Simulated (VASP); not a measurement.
Set up this calculation in VASP 6.6.1, as the native input.

| Item | Value |
| --- | --- |
| Task | single point |
| Functional | PBE |
| Potentials or basis | VASP PAW PBE potentials, release 64 (Li_sv, F) |
| Cutoff | 520 eV |
| k mesh | 9 × 9 × 6 |
| Occupations | gaussian, width 0.05 eV |
| Spin | no spin polarisation |
| Dipole correction | no |
| Further INCAR settings | ALGO = Normal; EDIFF = 1e-06; NBANDS = 18 |

The structure of LiF lies in POSCAR:

```
LiF
1.0
    3.0836261078      0.0000000000      0.0000000000
   -1.5418130539      2.6704985452      0.0000000000
    0.0000000000      0.0000000000      4.8355646714
Li F
2 2
Direct
    0.3333333333      0.6666666667      0.3810713234
    0.6666666667      0.3333333333      0.8810713234
    0.3333333333      0.6666666667      0.9939266766
    0.6666666667      0.3333333333      0.4939266766
```

This cell differs from its parent crystal: volume 9.955 Å^3 an atom, c/a of the conventional cell 1.5681.

These files were run (other wordings do the same):

INCAR

```
PREC = Accurate
ENCUT = 520
EDIFF = 1E-6
ISMEAR = 0
SIGMA = 0.05
LREAL = False
LASPH = True
NELM = 80
ALGO = Normal
ISIF = 2
LWAVE = False
LCHARG = False
GGA = PE
NBANDS = 18
```

KPOINTS

```
regular mesh
0
Gamma
  9 9 6
```

Potentials or basis: VASP PAW PBE potentials, release 64 (Li_sv, F).

The run is started by

```sh
$ cat potpaw_PBE.64/Li_sv/POTCAR potpaw_PBE.64/F/POTCAR > POTCAR
$ mpirun -np 1 vasp_std > vasp.out
```

Results of the run:

The largest force is 0.004 eV/Å and the band gap on the k mesh is 7.80 eV, direct.

It used 100 s of CPU time on 1 thread of AMD EPYC 7R13 Processor (Zen 3), on a shared host.
